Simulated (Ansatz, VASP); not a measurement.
One calculation of ZrZnS3O12, two programs

```
CELL_PARAMETERS angstrom
4.42390 2.55414 7.57671
-4.42390 2.55414 7.57671
0.00000 -5.10828 7.57671
ATOMIC_POSITIONS crystal
Zr 0.35570 0.35570 0.35570
Zr 0.85570 0.85570 0.85570
Zn 0.64683 0.64683 0.64683
Zn 0.14683 0.14683 0.14683
S 0.03571 0.45547 0.75564
S 0.75564 0.03571 0.45547
S 0.45547 0.75564 0.03571
S 0.25564 0.95547 0.53571
S 0.53571 0.25564 0.95547
S 0.95547 0.53571 0.25564
O 0.87747 0.48616 0.72731
O 0.72731 0.87747 0.48616
O 0.48616 0.72731 0.87747
O 0.22731 0.98616 0.37747
O 0.37747 0.22731 0.98616
O 0.98616 0.37747 0.22731
O 0.12396 0.51217 0.27146
O 0.27146 0.12396 0.51217
O 0.51217 0.27146 0.12396
O 0.77146 0.01217 0.62396
O 0.62396 0.77146 0.01217
O 0.01217 0.62396 0.77146
O 0.79218 0.56904 0.41514
O 0.41514 0.79218 0.56904
O 0.56904 0.41514 0.79218
O 0.91514 0.06904 0.29218
O 0.29218 0.91514 0.06904
O 0.06904 0.29218 0.91514
O 0.20530 0.43437 0.58608
O 0.58608 0.20530 0.43437
O 0.43437 0.58608 0.20530
O 0.08608 0.93437 0.70530
O 0.70530 0.08608 0.93437
O 0.93437 0.70530 0.08608
```

Alike in both runs: task electric field gradients; functional PBE; k mesh 3 × 3 × 3; occupations fermi-dirac, width 0.02 eV; no spin polarisation.

|  | VASP | Ansatz |
| --- | --- | --- |
| version | VASP 6.6.1 | Ansatz 0.2.0 |
| potentials or method | VASP PAW PBE potentials, release 64 (Zr_sv, Zn, S, O) | plane-wave PAW, scalar-relativistic |
| plane-wave cutoff (eV) | 520 | 420 |
| valence electrons in the cell | 228 | 228 |

```tsv
	VASP	Ansatz	Ansatz less VASP
gap on the k mesh at the Fermi level (eV)	4.06	4.06	+0.001
pressure (GPa)	-0.7	0.3	+1.01
traceless stress, the component that is largest in VASP (GPa)	0.35	0.35	-0.001
rms of the force components (eV/Å)	0.127	0.161	+0.0335
size of Vzz on the site where it differs most (V/Å²)	36.5	33.2	-3.37
```

Atom by atom the forces differ by 0.127 eV/Å (rms over components). One of these differences is far larger than is usual between the two programs; its cause wasn't traced.
